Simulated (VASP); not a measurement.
## AlCu3: relaxation of cell and atoms with PBEsol

Crystal: AlCu3.

```
Al Cu
1.0
     0.00000    2.88801    2.88801
     2.88801    0.00000    2.88801
     2.88801    2.88801    0.00000
Al Cu
1 3
Direct
  0.00000 0.00000 0.00000
  0.50000 0.50000 0.50000
  0.25000 0.25000 0.25000
  0.75000 0.75000 0.75000
```

| Quantity | Value |
| --- | --- |
| Program | VASP 6.6.1 |
| Task | relaxation of cell and atoms |
| Functional | PBEsol |
| Potentials or basis | VASP PAW PBE potentials, release 64 (Al, Cu) |
| Cutoff | 600 eV |
| k mesh | 11 × 11 × 11 |
| Occupations | fermi-dirac, width 0.05 eV |
| Spin | no spin polarisation |
| Dipole correction | no |
| Further INCAR settings | ALGO = Normal; EDIFF = 1e-06; IBRION = 2; EDIFFG = -0.005; NSW = 70; ISIF = 3 |

```json
{
 "Relaxed volume": "12.06 Å³/atom",
 "Relaxed cell": "a = 4.086 Å, b = 4.086 Å, c = 4.086 Å, α = 60.00°, β = 60.00°, γ = 60.00°",
 "Space group after relaxing (to 0.1 Å)": "Fm-3m (No. 225)",
 "Ionic steps": "2",
 "Pressure after relaxing": "0.0 GPa",
 "Band gap on the k mesh": "zero (bands 18 and 19 overlap by 5.61 eV)"
}
```

Final structure:
```
Al Cu
1.0
     0.00000    2.88893    2.88893
     2.88893    0.00000    2.88893
     2.88893    2.88893    0.00000
Al Cu
1 3
Direct
  0.00000 0.00000 0.00000
  0.50000 0.50000 0.50000
  0.25000 0.25000 0.25000
  0.75000 0.75000 0.75000
```

Levels at points of the mesh, in eV from the Fermi level:
```csv
k point,band 16,band 17,band 18,band 19,band 20,band 21
"(0.00, 0.00, 0.00)",-2.55,3.68,3.68,3.68,4.08,4.08
```

Wall time 86 s on 1 thread of Intel(R) Xeon(R) Platinum 8488C (Sapphire Rapids), with other jobs on the host, peak memory 0.24 GiB.

Caveat: the PAW data sets were made with another functional, which shifts forces and pressure a little.
